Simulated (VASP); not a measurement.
Runs of VASP 6.6.1 on Ga. The structure is that of space group I4/mmm (No. 139), or close to it. The cells are those of the table. 

```tsv
task	cell	cutoff (eV)	gap on the mesh (eV)	pressure (GPa)
single point	a = 3.025 Å, angles 122.9, 122.9, 85.1°, 1 atom	500	none	0.8
single point	a = 2.998 Å, angles 123.5, 123.5, 84.0°, 1 atom	500	none	3.0
electric field gradients	a = 3.024 Å, angles 123.9, 123.9, 83.4°, 1 atom	400	none	(a)
single point	a = 2.946 Å, angles 124.9, 124.9, 81.7°, 1 atom	520	none	9.2
single point	a = 2.959 Å, angles 124.6, 124.6, 82.2°, 1 atom	500	none	(b)
electric field gradients	a = 3.005 Å, angles 123.9, 123.9, 83.4°, 1 atom	400	none	2.6
electric field gradients	a = 2.975 Å, angles 123.9, 123.9, 83.4°, 1 atom	400	none	4.7
electric field gradients	a = 2.946 Å, angles 124.9, 124.9, 81.7°, 1 atom	520	none	9.2
```

Alike in all rows: level PBE; potentials or basis VASP PAW PBE potentials, release 64 (Ga_d); no spin polarisation; k mesh 14 × 14 × 16; smearing fermi-dirac 0.05 eV.

Q: Fill in the values left out.

A: (a) 1.4; (b) 7.4.

Caveats: the cell stands under pressure (at least some runs).

A k mesh can miss the band edges, and the runs leave out spin-orbit coupling on Ga.

A gap of «none» marks levels without a gap at the run's occupations.
